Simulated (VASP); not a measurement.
GaAs, 2 atoms in the cell. Symmetry: F-43m, No. 216, cubic system. The conventional cell has a = 5.603 Å, b = 5.603 Å, c = 5.603 Å, α = 90.00°, β = 90.00°, γ = 90.00°. Within 3.2 Å of Ga (site symmetry -43m) lie 4 As at 2.43 Å. Within 3.2 Å of As (site symmetry -43m) lie 4 Ga at 2.43 Å. 

```yaml
Program: VASP 6.6.1
Task: single point
Functional: LDA
Potentials_or_basis: VASP PAW LDA potentials, release 64 (Ga_d, As)
Cutoff: 520 eV
k_mesh: 12 × 12 × 12
Occupations: gaussian, width 0.02 eV
Spin: no spin polarisation
Dipole_correction: no
Further_INCAR_settings: ALGO = Normal; EDIFF = 1e-07; NBANDS = 16
```

Potentials or basis: VASP PAW LDA potentials, release 64 (Ga_d, As).

Command:

```bash
$ cat potpaw_LDA.64/Ga_d/POTCAR potpaw_LDA.64/As/POTCAR > POTCAR
$ mpirun -np 1 vasp_std > vasp.out
```

Hardware: 1 thread of Intel(R) Xeon(R) 6975P-C (Granite Rapids) (shared host).

Question: How long does it take, and how much memory?

Answer: It took 27 s on 1 thread of Intel(R) Xeon(R) 6975P-C (Granite Rapids), on a shared host, peak memory 0.18 GiB. Counts: scf iterations 13, k points 72.
